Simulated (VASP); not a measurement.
K2YMoO6: single point with PBE

K2YMoO6:

```
K Y Mo O
1.0
     0.00000    4.22536    4.22536
     4.22536    0.00000    4.22536
     4.22536    4.22536    0.00000
K Y Mo O
2 1 1 6
Direct
  0.25000 0.25000 0.25000
  0.75000 0.75000 0.75000
  0.00000 0.00000 0.00000
  0.50000 0.50000 0.50000
  0.72814 0.27186 0.27186
  0.27186 0.72814 0.27186
  0.27186 0.72814 0.72814
  0.72814 0.27186 0.72814
  0.27186 0.27186 0.72814
  0.72814 0.72814 0.27186
```

- Program: VASP 6.6.1
- Task: single point
- Functional: PBE
- Potentials or basis: VASP PAW PBE potentials, release 64 (K_sv, Y_sv, Mo_sv, O)
- Cutoff: 600 eV
- k mesh: 7 × 7 × 7
- Occupations: fermi-dirac, width 0.0133 eV
- Spin: no spin polarisation
- Dipole correction: no
- Further INCAR settings: ALGO = Normal; EDIFF = 1e-06; NBANDS = 50

```yaml
Pressure: -2.2 GPa
Largest_force: 0.360 eV/Å
Band_gap_on_the_k_mesh: zero (an odd number of electrons rules out a gap without spin polarisation)
```

Forces on the atoms (eV/Å):
```
K    0.000  0.000  0.000
K    0.000  0.000  0.000
Y    0.000  0.000  0.000
Mo   0.000  0.000  0.000
O   -0.360  0.000  0.000
O    0.000 -0.360  0.000
O    0.360  0.000  0.000
O    0.000  0.360  0.000
O    0.000  0.000 -0.360
O    0.000  0.000  0.360
```

Levels at points of the mesh, in eV from the Fermi level:
| k point | band 36 | band 37 | band 38 | band 39 | band 40 | band 41 | band 42 | band 43 |
| --- | --- | --- | --- | --- | --- | --- | --- | --- |
| (0.00, 0.00, 0.00) | -0.47 | -0.47 | 0.14 | 0.14 | 0.14 | 2.31 | 2.31 | 2.31 |

It took 5.1 min on 1 thread of AMD EPYC 7R43 64-Core Processor (Zen 3), on a shared host, peak memory 0.4 GiB.

Caveat: an odd number of electrons without spin polarisation forces a metal; a magnetic or distorted state may lie lower.
